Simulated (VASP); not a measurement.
Here is a VASP 6.6.1 calculation.

Contents of POSCAR:

```
TiO2
1.0
   -1.8523283538      1.8523283538      4.5346639632
    1.8523283538     -1.8523283538      4.5346639632
    1.8523283538      1.8523283538     -4.5346639632
Ti O
2 4
Direct
    0.0000000000      0.0000000000      0.0000000000
    0.7500000000      0.2500000000      0.5000000000
    0.2129951356      0.2129951356      0.0000000000
    0.9629951356      0.4629951356      0.5000000000
    0.5370048644      0.0370048644      0.5000000000
    0.7870048644      0.7870048644      0.0000000000
```

INCAR.step1

```
SYSTEM = TiO2
PREC = Accurate ; ENCUT = 600
ISMEAR = 0 ; SIGMA = 0.02
LREAL = .False. ; LASPH = .True.
NELM = 60 ; GGA = PE
ALGO = Normal ; EDIFF = 1E-4
LWAVE = .True. ; LCHARG = .False.
```

INCAR.step2

```
SYSTEM = TiO2
PREC = Accurate ; ENCUT = 600
EDIFF = 1E-6 ; ISMEAR = 0
SIGMA = 0.02 ; LREAL = .False.
LASPH = .True. ; NELM = 60
ALGO = Normal ; ISIF = 4
LWAVE = .False. ; LCHARG = .False.
METAGGA = R2SCAN ; LMIXTAU = .True.
IBRION = 2 ; NSW = 50
EDIFFG = -0.01 ; ISTART = 1
```

Contents of KPOINTS:

```
Automatic mesh
0
Gamma
  8 8 8
  0 0 0
```

Potentials or basis: VASP PAW PBE potentials, release 64 (Ti_sv, O).

Run with:

```sh
$ cat potpaw_PBE.64/Ti_sv/POTCAR potpaw_PBE.64/O/POTCAR > POTCAR
$ cp INCAR.step1 INCAR
$ mpirun -np 1 vasp_std > vasp.out
$ cp INCAR.step2 INCAR
$ mpirun -np 1 vasp_std > vasp.out
```

Q: Predict the band gap on the k mesh.

A: 2.38 eV (least direct gap 2.97 eV).

Stress tensor (GPa, compression positive):
```
20.55  0.00  0.00
 0.00 20.55  0.00
 0.00  0.00 20.47
```

Caveat: the PAW data sets were made with another functional, which shifts forces and pressure a little. A k mesh can miss the band edges.
